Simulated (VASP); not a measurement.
Input of a VASP 6.6.1 run:

The input INCAR:

```
SYSTEM = Hf2S
ALGO     = Normal         ! electronic algorithm
EDIFF    = 1E-7           ! SCF threshold, eV
ENCUT    = 520            ! plane-wave cutoff, eV
GGA      = PS             ! functional
ISIF     = 2              ! what is computed and relaxed
ISMEAR   = -1             ! smearing method
LASPH    = .TRUE.         ! aspherical terms in the spheres
LCHARG   = .FALSE.        ! write CHGCAR
LREAL    = .FALSE.        ! projectors in reciprocal space
LWAVE    = .FALSE.        ! write WAVECAR
NBANDS   = 35             ! bands
NELM     = 60             ! most SCF steps
PREC     = Accurate       ! precision mode
SIGMA    = 0.02           ! smearing width, eV
```

Contents of KPOINTS:

```
k-points
0
G
  12 12 4
  0 0 0
```

The input POSCAR:

```
Hf2S
1.0
    3.3742737662      0.0000000000      0.0000000000
   -1.6871368831      2.9222068008      0.0000000000
    0.0000000000      0.0000000000     11.7174070300
Hf S
4 2
Direct
    0.6666666667      0.3333333333      0.8998116400
    0.3333333333      0.6666666667      0.3998116400
    0.6666666667      0.3333333333      0.6001883600
    0.3333333333      0.6666666667      0.1001883600
    0.0000000000      0.0000000000      0.7500000000
    0.0000000000      0.0000000000      0.2500000000
```

Potentials or basis: VASP PAW PBE potentials, release 64 (Hf_pv, S).

Command:

```bash
$ cat potpaw_PBE.64/Hf_pv/POTCAR potpaw_PBE.64/S/POTCAR > POTCAR
$ mpirun -np 1 vasp_std > vasp.out
```

Question: What does it give for the band gap on the k mesh?

Answer: Zero (band 26 reaches 6.72 eV, above the bottom of band 27 at 5.80 eV).

Question: Estimate the largest force.

Answer: 0.216 eV/Å.

Question: Estimate the pressure.

Answer: -3.3 GPa.

Stress tensor (GPa, compression positive):
```
-3.41  0.00  0.00
 0.00 -3.41  0.00
 0.00  0.00 -3.09
```

Caveat: the PAW data sets were made with another functional, which shifts forces and pressure a little; spin-orbit coupling is left out, which moves the levels of the heavy elements.
